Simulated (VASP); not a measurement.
# SnO (C2/m) in VASP: single point with PBEsol

Aim: the single point of SnO with PBEsol.

Program: VASP 6.6.1. These are calculated values, not measurements. Logs are shortened: lines on timing, memory, paths and dates and some standing lists are left out, and cuts for length are marked.

### Step 1. The cell of the first run

The structure is monoclinic, space group C2/m (No. 12). Conventional cell: a = 5.297 Å, b = 5.457 Å, c = 4.837 Å, α = 90.00°, β = 92.45°, γ = 90.00°. Sn (site symmetry m) has 4 O at 2.19 to 2.25 Å within 2.9 Å. Within 2.9 Å of O (site symmetry 2) lie 4 Sn at 2.19 to 2.25 Å and 4 O at 2.65 to 2.73 Å.

### Step 2. Single point, PBEsol (equal xy, yz and zx shear strains of -3 %)

File INCAR:

```
SYSTEM = SnO
  ALGO = Normal
  EDIFF = 1E-7
  ENCUT = 520
  GGA = PS
  ISIF = 2
  ISMEAR = -1
  LASPH = .TRUE.
  LCHARG = .FALSE.
  LREAL = .FALSE.
  LWAVE = .FALSE.
  NBANDS = 28
  NELM = 100
  PREC = Accurate
  SIGMA = 0.01
```

File KPOINTS:

```
k-points
0
G
  8 8 6
  0 0 0
```

File POSCAR:

```
SnO
1.0
    3.8020000000     -0.0570300000     -0.0570300000
   -0.0570300000      3.8020000000     -0.0570300000
   -0.0725400000     -0.0725400000      4.8360000000
Sn O
2 2
Direct
    0.0000000000      0.5000000000      0.2385000000
    0.5000000000      0.0000000000      0.7615000000
    0.0000000000      0.0000000000      0.0000000000
    0.5000000000      0.5000000000      0.0000000000
```

Potentials or basis: VASP PAW PBE potentials, release 64 (Sn_d, O).

Command:

```console
cat potpaw_PBE.64/Sn_d/POTCAR potpaw_PBE.64/O/POTCAR > POTCAR
mpirun -np 1 vasp_std > vasp.out
```

OUTCAR:

```text
SYSTEM = SnO
   EDIFF = 1E-7
   ENCUT = 520
   GGA = PS
   ISIF = 2
   ISMEAR = -1
   LASPH = .TRUE.
   LREAL = .FALSE.
   NELM = 100
   PREC = Accurate

 ion  position               nearest neighbor table
   1  0.000  0.500  0.239-   3 2.19   4 2.19   3 2.25   4 2.25   2 3.44   2 3.57   2 3.57   2 3.58
                             2 3.59   2 3.72   2 3.72   2 3.74
   2  0.500  0.000  0.761-   3 2.19   4 2.19   4 2.25   3 2.25   1 3.44   1 3.57   1 3.57   1 3.58
                             1 3.59   1 3.72   1 3.72   1 3.74
   3  0.000  0.000  0.000-   1 2.19   2 2.19   1 2.25   2 2.25
   4  0.500  0.500  0.000-   1 2.19   2 2.19   2 2.25   1 2.25

  LATTYP: Found a base centered monoclinic cell.
 ALAT       =     5.2974154345
 B/A-ratio  =     1.0302179678
 C/A-ratio  =     1.3250374009
 COS(beta)  =    -0.7252498369

  Lattice vectors:

 A1 = (  -3.8020000000,   0.0570300000,   0.0570300000)
 A2 = (   0.0570300000,  -3.8020000000,   0.0570300000)
 A3 = (   3.6724300000,   3.6724300000,   4.7219400000)

Analysis of symmetry for initial positions (statically):
=====================================================================
 Subroutine PRICEL returns:
 Original cell was already a primitive cell.

 Routine SETGRP: Setting up the symmetry group for a
 base centered monoclinic supercell.

 Subroutine GETGRP returns: Found  4 space group operations
 (whereof  2 operations were pure point group operations)
 out of a pool of  4 trial point group operations.

The static configuration has the point symmetry C_2 .
 The point group associated with its full space group is C_2h.

Analysis of symmetry for dynamics (positions and initial velocities):
=====================================================================
 Subroutine PRICEL returns:
 Original cell was already a primitive cell.

 Routine SETGRP: Setting up the symmetry group for a
 base centered monoclinic supercell.

 Subroutine GETGRP returns: Found  4 space group operations
 (whereof  2 operations were pure point group operations)
 out of a pool of  4 trial point group operations.

The dynamic configuration has the point symmetry C_2 .
 The point group associated with its full space group is C_2h.

 Subroutine INISYM returns: Found  4 space group operations
 (whereof  2 operations are pure point group operations),
 and found     1 'primitive' translations

----------------------------------------------------------------------------------------

                                     Primitive cell

  volume of cell :      69.8577

  direct lattice vectors                    reciprocal lattice vectors
     3.802000000 -0.057030000 -0.057030000     0.263139680  0.004007203  0.004007203
    -0.057030000  3.802000000 -0.057030000     0.004007203  0.263139680  0.004007203
    -0.072540000 -0.072540000  4.836000000     0.003150411  0.003150411  0.206876977

  length of vectors
     3.802855354  3.802855354  4.837087978     0.263200696  0.263200696  0.206924947

  position of ions in fractional coordinates (direct lattice)
     0.000000000  0.500000000  0.238500000
     0.500000000  0.000000000  0.761500000
     0.000000000  0.000000000  0.000000000
     0.500000000  0.500000000  0.000000000

  ion indices of the primitive-cell ions
   primitive index   ion index
                 1           1
                 2           2
                 3           3
                 4           4

----------------------------------------------------------------------------------------

 KPOINTS: k-points

Automatic generation of k-mesh.
 Grid dimensions read from file:
 generate k-points for:    8    8    6

 Generating k-lattice:

  Cartesian coordinates                     Fractional coordinates (reciprocal lattice)
     0.032892460  0.000500900  0.000500900     0.125000000  0.000000000  0.000000000
     0.000500900  0.032892460  0.000500900     0.000000000  0.125000000  0.000000000
     0.000525068  0.000525068  0.034479496     0.000000000  0.000000000  0.166666667

  Length of vectors
     0.032900087  0.032900087  0.034487491

  Shift w.r.t. Gamma in fractional coordinates (k-lattice)
     0.000000000  0.000000000  0.000000000

 Subroutine IBZKPT returns following result:
 ===========================================

 Found    114 irreducible k-points:

 Following reciprocal coordinates:
            Coordinates               Weight
  0.000000  0.000000  0.000000      1.000000
  0.125000 -0.000000  0.000000      4.000000
  0.250000 -0.000000  0.000000      4.000000
  0.375000 -0.000000 -0.000000      4.000000
  0.500000 -0.000000  0.000000      2.000000
  0.125000  0.125000  0.000000      2.000000
[... 16 lines left out ...]
  0.125000  0.000000  0.166667      4.000000
  0.250000 -0.000000  0.166667      4.000000
 [... further k-points ...]
   k-points           NKPTS =    114   k-points in BZ     NKDIM =    114   number of bands    NBANDS=     28
   number of dos      NEDOS =    301   number of ions     NIONS =      4
   total plane-waves  NPLWV =  28224
   dimension x,y,z NGX =    28 NGY =   28 NGZ =   36
   dimension x,y,z NGXF=    56 NGYF=   56 NGZF=   72
   ions per type =               2   2
   NGX,Y,Z   is equivalent  to a cutoff of  12.24, 12.24, 12.37 a.u.
   NGXF,Y,Z  is equivalent  to a cutoff of  24.48, 24.48, 24.75 a.u.
 SYSTEM =  SnO
   PREC   = accura    normal or accurate (medium, high low for compatibility)
   ISTART =      0    job   : 0-new  1-cont  2-samecut
   ICHARG =      2    charge: 1-file 2-atom 10-const
   ISPIN  =      1    spin polarized calculation?
   LNONCOLLINEAR =      F non collinear calculations
   LSORBIT =      F    spin-orbit coupling
   LASPH  =      T    aspherical Exc in radial PAW
   ENCUT  =  520.0 eV  38.22 Ry    6.18 a.u.   7.07  7.07  8.99*2*pi/ulx,y,z
   NELM   =    100;   NELMIN=  2; NELMDL= -5     # of ELM steps
   EDIFF  = 0.1E-06   stopping-criterion for ELM
   LREAL  =      F    real-space projection
   EDIFFG = 0.1E-05   stopping-criterion for IOM
   NSW    =      0    number of steps for IOM
   IBRION =     -1    ionic relax: 0-MD 1-quasi-New 2-CG
   NFREE  =      0    steps in history (QN), initial steepest desc. (CG)
   ISIF   =      2    stress and relaxation
   ISYM   =      2    0-nonsym 1-usesym 2-fastsym
   POTIM  = 0.5000    time-step for ionic-motion
   TEBEG  =    0.0;   TEEND  =   0.0 temperature during run
   PSTRESS=    0.0 pullay stress
   NELECT =      40.0000    total number of electrons
   NUPDOWN=      -1.0000    fix difference up-down
   EMIN   =  10.00;   EMAX   =-10.00  energy-range for DOS
   EFERMI =   0.00;   METHOD = LEGACY
   ISMEAR =    -1;   SIGMA  =   0.01  broadening in eV -4-tet -1-fermi 0-gaus
   EFERMI_NEDOS =   21; number of points for ismear=-14 and -15
   IALGO  =     38    algorithm
   IMIX   =      4    mixing-type and parameters
     AMIX     =   0.40;   BMIX     =  1.00
     AMIX_MAG =   1.60;   BMIX_MAG =  1.00
  volume/ion in A,a.u.               =      17.46       117.86
  Fermi-wavevector in a.u.,A,eV,Ry     =   1.359430  2.568949 25.144230  1.848049
  Thomas-Fermi vector in A             =   2.486178
   LORBIT       =      0    0 simple, 1 ext, 2 COOP (PROOUT), +10 PAW based schemes
   GGA     = PS    functional components
   LHFCALC =     F    Hartree Fock is set to
   AEXX    =    0.0000 exact exchange contribution
   IVDW    =     0    specifies the selected vdW correction
   LEPSILON=     F    determine dielectric tensor
   LRPA    =     F    only Hartree local field effects (RPA)
 non-spin polarized calculation
  energy-cutoff  :      520.00
  volume of cell :       69.86
 maximum number of plane-waves:      1899
   NGX = 15   NGY = 15   NGZ = 17

 number of electron      40.0000002 magnetization

 Free energy of the ion-electron system (eV)
  ---------------------------------------------------
  ext. energy  EPLUGINS =         0.00000000
  ---------------------------------------------------
  free energy    TOTEN  =       -24.17286781 eV

  energy without entropy =      -24.17272530  energy(sigma->0) =      -24.17279656

 E-fermi :   7.0718     XC(G=0): -10.5003

 val. band max:        7.0615434338   @ k =   0.0000   0.0000   0.0000
 cond. band min:       7.1219137161   @ k =   0.5000   0.5000   0.0000
 fundamental gap:      0.0603702823
 Fermi energy:         7.0718081219

 k-point     1 :       0.0000    0.0000    0.0000
  band No.  band energies     occupation
      1     -14.8765      2.00000
      2     -14.4456      2.00000
      3     -14.4229      2.00000
      4     -14.4090      2.00000
      5     -14.3746      2.00000
      6     -14.3711      2.00000
[... 20 lines left out ...]
     27      13.8523      0.00000
     28      14.2024      0.00000

 k-point     2 :       0.1250   -0.0000    0.0000
  band No.  band energies     occupation
      1     -14.8683      2.00000
      2     -14.4476      2.00000
      3     -14.4207      2.00000
      4     -14.4075      2.00000
      5     -14.3797      2.00000
      6     -14.3685      2.00000
[... 20 lines left out ...]
     27      14.0373      0.00000
     28      15.3689      0.00000

 k-point     3 :       0.2500   -0.0000    0.0000
  band No.  band energies     occupation
      1     -14.8456      2.00000
      2     -14.5335      2.00000
      3     -14.4196      2.00000
      4     -14.4023      2.00000
      5     -14.3859      2.00000
      6     -14.3784      2.00000
[... 20 lines left out ...]
     27      14.3163      0.00000
     28      17.3669      0.00000

 k-point     4 :       0.3750   -0.0000   -0.0000
  band No.  band energies     occupation
      1     -14.8088      2.00000
      2     -14.6522      2.00000
      3     -14.4039      2.00000
      4     -14.3918      2.00000
      5     -14.3830      2.00000
      6     -14.3794      2.00000
[... 578 lines left out ...]
     27      13.8019      0.00000
     28      14.4685      0.00000

 k-point    23 :       0.1250    0.0000    0.1667
  band No.  band energies     occupation
      1     -14.8637      2.00000
      2     -14.4359      2.00000
      3     -14.4246      2.00000
      4     -14.4076      2.00000
      5     -14.3812      2.00000
      6     -14.3707      2.00000
[... 20 lines left out ...]
     27      14.1099      0.00000
     28      15.5137      0.00000

 k-point    24 :       0.2500   -0.0000    0.1667
  band No.  band energies     occupation
      1     -14.8426      2.00000
      2     -14.5383      2.00000
      3     -14.4175      2.00000
      4     -14.4016      2.00000
      5     -14.3895      2.00000
      6     -14.3737      2.00000
[... 20 lines left out ...]
     27      14.5862      0.00000
     28      17.3206      0.00000

 [... further k-points ...]
[... 5 lines left out ...]
  --------------------------------------------------------------------------------------
  -------------------------------------------------------------------------------------
  Total        0.2652471      0.2652471      0.0606326      1.1062796      0.7270526      0.7270511
  in kB        6.0834064      6.0834064      1.3906002     25.3723757     16.6748552     16.6748218
  external PRESSURE =       4.5191376 kB  Pullay stress =       0.0000000 kB

 VOLUME and BASIS-vectors are now :
 -----------------------------------------------------------------------------
  energy-cutoff  :      520.00
  volume of cell :       69.86
      direct lattice vectors                 reciprocal lattice vectors
     3.802000000 -0.057030000 -0.057030000     0.263139680  0.004007203  0.004007203
    -0.057030000  3.802000000 -0.057030000     0.004007203  0.263139680  0.004007203
    -0.072540000 -0.072540000  4.836000000     0.003150411  0.003150411  0.206876977

 POSITION                                       TOTAL-FORCE (eV/Angst)
 -----------------------------------------------------------------------------------
     -0.04582      1.88370      1.12487         0.181686      0.181686      0.181317
      1.84576     -0.08375      3.65410        -0.181686     -0.181686     -0.181317
      0.00000      0.00000      0.00000         0.113302     -0.113302      0.000000
      1.87248      1.87248     -0.05703        -0.113302      0.113302      0.000000
 -----------------------------------------------------------------------------------
    total drift:                                0.000000      0.000000      0.000000

  FREE ENERGIE OF THE ION-ELECTRON SYSTEM (eV)
  ---------------------------------------------------
  free  energy   TOTEN  =       -24.1728678098 eV

  energy  without entropy=      -24.1727253045  energy(sigma->0) =      -24.17279656
```

Run time: 5.7 min. Hardware: 1 thread of AMD EPYC 7R13, shared host; peak memory 0.27 GiB.

Results:

* Free energy: -24.1729 eV
* Pressure: 0.5 GPa
* Largest force: 0.314 eV/Å
* Band gap on the k mesh: zero (band 20 reaches 7.06 eV, above the bottom of band 21 at 7.03 eV)

Forces on the atoms (eV/Å):
```
Sn   0.182  0.182  0.181
Sn  -0.182 -0.182 -0.181
O    0.113 -0.113  0.000
O   -0.113  0.113  0.000
```

Caveat: the cell differs from its parent crystal (equal xy, yz and zx shear strains of -3 %); the PAW data sets were made with another functional, which shifts forces and pressure a little; spin-orbit coupling is left out, which moves the levels of the heavy elements.
